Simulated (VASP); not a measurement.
# NaH20ClO10 in VASP: notebook, part 2 of 2

VASP 6.6.1.

## 4. Single point, LDA

This run uses another cell than the first one, of 8.14 Å³/atom, 1.126 times its volume.

Contents of INCAR:

```
SYSTEM = NaH20ClO10
PREC = Accurate ; ENCUT = 520
EDIFF = 1E-7 ; ISMEAR = -1
SIGMA = 0.02 ; LREAL = Auto
LASPH = .TRUE. ; NELM = 60
ALGO = Normal ; ISIF = 2
LWAVE = .FALSE. ; LCHARG = .FALSE.
GGA = CA ; NBANDS = 69
```

Contents of KPOINTS:

```
Automatic mesh
0
G
  1 1 1
  0 0 0
```

Contents of POSCAR:

```
NaH20ClO10
1.0
    6.3860170000      0.0000000000      0.0000000000
    0.0000000000      6.3860170000      0.0000000000
    0.0000000000      0.0000000000      6.3860170000
O H Na Cl
10 20 1 1
Direct
    0.3841987893      0.5960366219      0.3626830308
    0.8418236281      0.4442205525      0.7311912887
    0.9502480184      0.0793139135      0.5376120984
    0.3909165917     -0.0352332291      0.5528798310
    0.4582512073      0.8611627561      0.9681151804
    0.0478545547      0.1607731392      1.0010621644
    0.9988855338      0.6380972678      0.3539138715
    0.2092384032      0.5947055888      0.7535683040
    0.4594413075      0.3064821155      0.7134963781
    0.7042574425      0.8466466657      0.2777944374
    0.1626365855      0.6318179234      0.3626203939
    0.4577970901      0.4811449766      0.2791881074
    0.7201672028      0.4214833753      0.8116796432
    0.8435774599      0.3453013044      0.6220622338
    0.8300792184      0.0692450396      0.4353261196
    1.0329286627     -0.0460380860      0.5250690689
    0.4001711865      0.1137955004      0.6322876998
    0.5331335635     -0.0621670753      0.5115238497
    0.4617588710      0.9048832786      0.8227663660
    0.3728302007      0.7348712038      0.9516730068
    0.0619165279      0.2114150338      0.8585476675
   -0.1075944521      0.1952077484      1.0273539829
    0.8465370512      0.7517831537      0.2770427952
    0.9584534460      0.4984953845      0.2992318999
    0.2456930509      0.7097538262      0.6541949387
    0.0546036755      0.5692280493      0.7606149498
    0.3569204404      0.4403214085      0.6930297868
    0.4818809596      0.2763381306      0.8622119233
    0.6542888940      0.9028632401      0.1498116901
    0.4819435965      0.7060269335      0.3331967328
    0.2278885258      0.9902729667      0.1630124066
    0.6761491553      0.2816935815      0.1572498163
```

Potentials or basis: VASP PAW LDA potentials, release 64 (O, H, Na_pv, Cl).

Command:

```
$ cat potpaw_LDA.64/O/POTCAR potpaw_LDA.64/H/POTCAR potpaw_LDA.64/Na_pv/POTCAR potpaw_LDA.64/Cl/POTCAR > POTCAR
$ mpirun -np 1 vasp_gam > vasp.out
```

OUTCAR:

```text
SYSTEM = NaH20ClO10
   PREC = Accurate
   ENCUT = 520
   EDIFF = 1E-7
   ISMEAR = -1
   LREAL = Auto
   LASPH = .TRUE.
   NELM = 60
   ISIF = 2
   GGA = CA

 ion  position               nearest neighbor table
   1  0.384  0.596  0.363-  30 0.96  12 1.02
   2  0.842  0.444  0.731-  14 0.94  13 0.94
   3  0.950  0.079  0.538-  16 0.96  15 1.01
   4  0.391  0.965  0.553-  18 0.96  17 1.08
   5  0.458  0.861  0.968-  19 0.97  20 0.98  31 2.10
   6  0.048  0.161  0.001-  21 0.97  22 1.03  31 1.89
   7  0.999  0.638  0.354-  24 0.99  11 1.05  23 1.31
   8  0.209  0.595  0.754-  25 1.00  26 1.00  27 1.42
   9  0.459  0.306  0.713-  28 0.98  27 1.08  17 1.39
[... 319 lines left out ...]
  Total        9.2155988      8.4284221      8.6871169     -2.2117886     -1.4167209     -1.3768833
  in kB       56.6948919     51.8521355     53.4436407    -13.6070500     -8.7157482     -8.4706648
  external PRESSURE =      53.9968894 kB  Pullay stress =       0.0000000 kB

 VOLUME and BASIS-vectors are now :
 -----------------------------------------------------------------------------
  energy-cutoff  :      520.00
  volume of cell :      260.43
      direct lattice vectors                 reciprocal lattice vectors
     6.386017000  0.000000000  0.000000000     0.156592129  0.000000000  0.000000000
     0.000000000  6.386017000  0.000000000     0.000000000  0.156592129  0.000000000
     0.000000000  0.000000000  6.386017000     0.000000000  0.000000000  0.156592129

 POSITION                                       TOTAL-FORCE (eV/Angst)
 -----------------------------------------------------------------------------------
      2.45350      3.80630      2.31610        -0.578195     -2.033528     -0.600626
      5.37590      2.83680      4.66940         2.194076      2.328022      0.634508
      6.06830      0.50650      3.43320        -0.851642      1.263282     -0.371689
      2.49640      6.16102      3.53070        -1.504942      0.203615      1.018377
      2.92640      5.49940      6.18240         0.241118     -0.167259      0.293824
      0.30560      1.02670      0.00678        -1.272153      0.911486     -1.178788
[... 24 lines left out ...]
      1.45530      6.32390      1.04100         0.942198     -0.743231      2.064242
      4.31790      1.79890      1.00420        -1.500807      0.947423      0.452904
 -----------------------------------------------------------------------------------
    total drift:                               -0.006932     -0.000477      0.007468

  FREE ENERGIE OF THE ION-ELECTRON SYSTEM (eV)
  ---------------------------------------------------
  free  energy   TOTEN  =      -161.0714829176 eV

  energy  without entropy=     -161.0714829176  energy(sigma->0) =     -161.07148292
```

OSZICAR:

```text
N       E                     dE             d eps       ncg     rms          rms(c)
DAV:   1     0.915068769776E+03    0.91507E+03   -0.51978E+04   138   0.138E+03
DAV:   2    -0.765249284781E+02   -0.99159E+03   -0.93708E+03   170   0.353E+02
DAV:   3    -0.174541574045E+03   -0.98017E+02   -0.96726E+02   159   0.126E+02
DAV:   4    -0.177476759657E+03   -0.29352E+01   -0.29184E+01   167   0.233E+01
DAV:   5    -0.177531129324E+03   -0.54370E-01   -0.54233E-01   156   0.314E+00    0.239E+01
DAV:   6    -0.161797847882E+03    0.15733E+02   -0.47628E+01   172   0.304E+01    0.850E+00
DAV:   7    -0.161386845994E+03    0.41100E+00   -0.28095E+00   156   0.637E+00    0.558E+00
DAV:   8    -0.161088680416E+03    0.29817E+00   -0.52207E-01   172   0.332E+00    0.934E-01
DAV:   9    -0.161068996348E+03    0.19684E-01   -0.54100E-02   196   0.133E+00    0.379E-01
DAV:  10    -0.161070787004E+03   -0.17907E-02   -0.16169E-02   156   0.491E-01    0.164E-01
DAV:  11    -0.161071139153E+03   -0.35215E-03   -0.65916E-04   172   0.141E-01    0.850E-02
DAV:  12    -0.161071459746E+03   -0.32059E-03   -0.23668E-04   148   0.660E-02    0.234E-02
DAV:  13    -0.161071477855E+03   -0.18109E-04   -0.28466E-05   180   0.297E-02    0.101E-02
DAV:  14    -0.161071481937E+03   -0.40814E-05   -0.89910E-06   172   0.137E-02    0.563E-03
DAV:  15    -0.161071482713E+03   -0.77683E-06   -0.14883E-06   164   0.613E-03    0.249E-03
DAV:  16    -0.161071482900E+03   -0.18672E-06   -0.24868E-07   140   0.325E-03    0.116E-03
DAV:  17    -0.161071482918E+03   -0.17507E-07   -0.22046E-07   164   0.222E-03
   1 F= -.16107148E+03 E0= -.16107148E+03  d E =-.691818E-11
```

Wall time 26 s (1 thread of Intel Xeon Platinum 8375C at 2.90GHz (Ice Lake), shared host); peak memory 0.25 GiB.

What came out:

```yaml
Free_energy: -161.0715 eV
Pressure: 5.4 GPa
Largest_force: 3.261 eV/Å
Band_gap_on_the_k_mesh: 4.19 eV
```

Forces in eV/Å, atoms in the order of the input:
```
O   -0.578 -2.034 -0.601
O    2.194  2.328  0.635
O   -0.852  1.263 -0.372
O   -1.505  0.204  1.018
O    0.241 -0.167  0.294
O   -1.272  0.911 -1.179
O    0.774 -0.815 -0.281
O    0.954  1.184  0.150
O   -0.631  0.141 -0.429
O    0.784 -0.798  2.512
H   -0.061 -0.271 -0.389
H   -0.497  0.005  0.514
H   -1.528 -0.204  0.887
H    0.100 -1.493 -1.494
H    0.665 -0.651  0.143
H    0.159 -0.630  0.017
H    0.013 -0.008 -0.788
H    1.224 -0.422 -0.906
H    0.080  0.495 -1.223
H   -0.258 -0.883 -0.148
H    0.119  0.123 -0.614
H    1.073 -0.242  0.064
H   -1.150  0.941  0.190
H   -0.134  0.076  0.078
H   -0.138 -0.059  0.232
H   -0.767 -0.528 -0.334
H    0.282 -1.095  0.807
H   -0.167  0.264  0.568
H   -0.419  0.350 -1.768
H    1.851  1.809 -0.101
Na   0.942 -0.743  2.064
Cl  -1.501  0.947  0.453
```

Caveat: the k points lie up to 0.98 Å⁻¹ apart.

## 5. Single point, LDA

This run uses another cell than the first one, of 11.82 Å³/atom, 1.636 times its volume.

Contents of INCAR:

```
PREC = Accurate ; ENCUT = 520
EDIFF = 1E-6 ; ISMEAR = -1
SIGMA = 0.02 ; LREAL = Auto
LASPH = T ; NELM = 120
ALGO = Normal ; ISIF = 2
LWAVE = F ; LCHARG = F
NBANDS = 69 ; GGA_COMPAT = F
```

Contents of KPOINTS:

```
regular mesh
0
Gamma
  1 1 1
```

Contents of POSCAR:

```
NaH20ClO10
1.0
    7.2329760000      0.0000000000      0.0000000000
    0.0000000000      7.2329760000      0.0000000000
    0.0000000000      0.0000000000      7.2329760000
O H Na Cl
10 20 1 1
Direct
    0.2217897585      0.6054769157      0.2989364267
    0.9916388496      0.4006926056      0.6593551534
    0.7602264960      0.1554546842      0.5028497260
    0.3908488014     -0.0298770520      0.5354918916
    0.5613180522      0.7995878875      0.9152249365
    0.1899494758      0.1664598362      1.0960495376
    0.8723380252      0.6253166055      0.3702487054
    0.2867284504      0.6196895994      0.7013019261
    0.4815445261      0.2991161591      0.7195655011
    0.5791806858      0.8002929914      0.2793732483
    0.0841009289      0.6089886099      0.3167714092
    0.2581095250      0.4867291140      0.2408413909
    0.9305989678      0.5052277237      0.5996148750
    0.9203127454      0.2892723548      0.6168968347
    0.7168971665      0.1761515592      0.3777145120
    0.6846006402      0.2363619069      0.5818628459
    0.3996142114      0.0891610867      0.6061820197
    0.5133848087     -0.0310660508      0.4719219309
    0.5439669646      0.9114505565      0.8495396639
    0.4772724256      0.7101226383      0.8610425363
    0.3084069407      0.2523027866      1.0924825411
    0.1320065212      0.1900739060      0.9765275040
    0.7794855119      0.7309024667      0.3533676871
    0.7992007716      0.5254960061      0.2987981710
    0.2985907875      0.7058920146      0.5991448057
    0.1850552248      0.5288417935      0.6669730412
    0.4210161903      0.4234494902      0.6837711061
    0.5309018031      0.3064437100      0.8457099816
    0.5730283081      0.7919699996      0.1434679169
    0.4972088944      0.7015369607      0.3281222003
    0.2401224613      0.9045377726      0.2448093288
    0.5690050679      0.3684928583      0.1249416561
```

Command:

```
$ cat potpaw_LDA.64/O/POTCAR potpaw_LDA.64/H/POTCAR potpaw_LDA.64/Na_pv/POTCAR potpaw_LDA.64/Cl/POTCAR > POTCAR
$ mpirun -np 1 vasp_gam > vasp.out
```

It took 89 s on 1 thread of AMD EPYC 7R43 (Zen 3), shared host; peak memory 0.26 GiB.

It converged, with:

```
Free energy            : -161.9925 eV
Pressure               : -1.2 GPa
Largest force          : 1.969 eV/Å
Band gap on the k mesh : 4.28 eV
```

Forces on the atoms (eV/Å):
```
O    0.669 -0.144 -0.260
O    0.317 -0.390  0.504
O    0.572 -0.491  0.507
O    0.389  0.426 -0.061
O    0.638 -0.826  1.491
O    1.565  1.187 -0.137
O   -1.134 -0.869 -0.673
O    0.097 -1.027  0.275
O   -0.340  0.162 -1.458
O   -0.316  0.106  1.319
H   -0.493 -0.282  0.162
H   -0.045  0.474  0.205
H   -0.457  0.321 -0.494
H    0.551  0.313 -0.387
H   -0.149  0.411 -0.816
H   -1.098  0.146  0.326
H   -0.238 -0.002  0.144
H   -0.295 -0.289  0.047
H   -0.253  1.349 -0.917
H   -0.723 -0.580 -0.487
H   -1.021 -1.196  0.160
H   -0.183  0.049 -0.099
H    0.225 -0.356 -0.060
H    0.831  0.818  0.628
H    0.110  0.569 -0.396
H    0.018  0.125  0.349
H    0.424 -0.664  0.756
H   -0.006  0.431  0.668
H    0.136 -0.072 -1.375
H    0.149  0.040 -0.316
Na   0.188  0.337  0.107
Cl  -0.125 -0.074  0.287
```

Stress tensor (GPa, compression positive):
```
-1.77 -1.28 -0.66
-1.28 -1.75 -0.77
-0.66 -0.77  0.04
```

Levels at points of the mesh, in eV from the valence-band top:
```csv
k point,band 45,band 46,band 47,band 48,band 49,band 50
"(0.00, 0.00, 0.00)",-0.24,-0.12,0.00,4.28,6.77,7.21
```

Caveat: the k points lie up to 0.87 Å⁻¹ apart.

## 6. Overview

| cell | gap on the mesh (eV) | pressure (GPa) | largest force (eV/Å) |
| --- | --- | --- | --- |
| a = 6.138 Å, 32 atoms | 4.34 | 2.3 | 2.37 |
| a = 6.287 Å, 32 atoms | 4.76 | 9.3 | 3.21 |
| a = 6.386 Å, 32 atoms | 4.19 | 5.4 | 3.26 |
| a = 7.233 Å, 32 atoms | 4.28 | -1.2 | 1.97 |

Alike in all rows: task single point; level LDA; potentials or basis VASP PAW LDA potentials, release 64 (O, H, Na_pv, Cl); no spin polarisation; k mesh 1 × 1 × 1; cutoff (eV) 520; smearing fermi-dirac 0.02 eV.

Caveats: all runs use coarse meshes.

Total energies depend on the potentials used, so only differences within one code and one set of settings carry meaning.
